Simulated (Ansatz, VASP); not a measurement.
Given: the input of a run of Ansatz 0.2.0 on PbS.

The input input.yaml:

```yaml
crystal:
  lattice:
    - [0.0, 2.96575, 2.96575]
    - [2.96575, 0.0, 2.96575]
    - [2.96575, 2.96575, 0.0]
  atoms:
    - { symbol: Pb, position: [0.0, 0.0, 0.0] }
    - { symbol: S, position: [0.5, 0.5, 0.5] }
hamiltonian:
  xc: pbe
  pseudopotentials: { kind: paw }
  dispersion: d3bj
kpoints:
  mp_grid: { grid: [8, 8, 8] }
scf:
  occupations: { method: fermi_dirac, width: 0.05 }
output:
  forces: true
  stress: true
relax:
  f_tol: 0.01
  max_steps: 40
  cell: { stress_tol: 0.05 }
```

Potentials or basis: Ansatz PAW.

Launch:

```console
$ ansatz run input.yaml --threads 2 --pin off --max-ram 5632MiB --backend cpu --events-out ev --progress --plain --runs-dir out
```

Q: Set up the same calculation for VASP 6.6.1. Potentials there: VASP PAW PBE potentials, release 64 (Pb_d, S).

A: As run (the cutoff follows the program's own potentials):

INCAR

```
PREC = Accurate
ENCUT = 600
EDIFF = 1E-7
ISMEAR = -1
SIGMA = 0.05
LREAL = False
LASPH = True
NELM = 60
ALGO = Normal
ISIF = 3
LWAVE = False
LCHARG = False
GGA = PE
IVDW = 12
IBRION = 2
NSW = 60
EDIFFG = -0.01
```

The input KPOINTS:

```
regular mesh
0
Gamma
  8 8 8
```

The input POSCAR:

```
PbS
1.0
    0.0000000000      2.9657500000      2.9657500000
    2.9657500000      0.0000000000      2.9657500000
    2.9657500000      2.9657500000      0.0000000000
Pb S
1 1
Direct
    0.0000000000      0.0000000000      0.0000000000
    0.5000000000      0.5000000000      0.5000000000
```

Potentials or basis: VASP PAW PBE potentials, release 64 (Pb_d, S).

Command:

```console
$ cat potpaw_PBE.64/Pb_d/POTCAR potpaw_PBE.64/S/POTCAR > POTCAR
$ mpirun -np 1 vasp_std > vasp.out
```

Both were run:

|  | VASP | Ansatz | Ansatz less VASP |
| --- | --- | --- | --- |
| relaxed volume (Å³/atom) | 26.09 | 26.13 | +0.049 |
| relaxed cell length with the largest relative difference (Å) | 4.194 | 4.197 | +0.0026 |

Spin-orbit coupling is off throughout. Noted on VASP's run: the relaxation stopped at its first step, so nothing moved. Noted on Ansatz's run: the plane-wave basis is chosen anew once the cell has moved, so the energies of steps on either side of that aren't comparable.
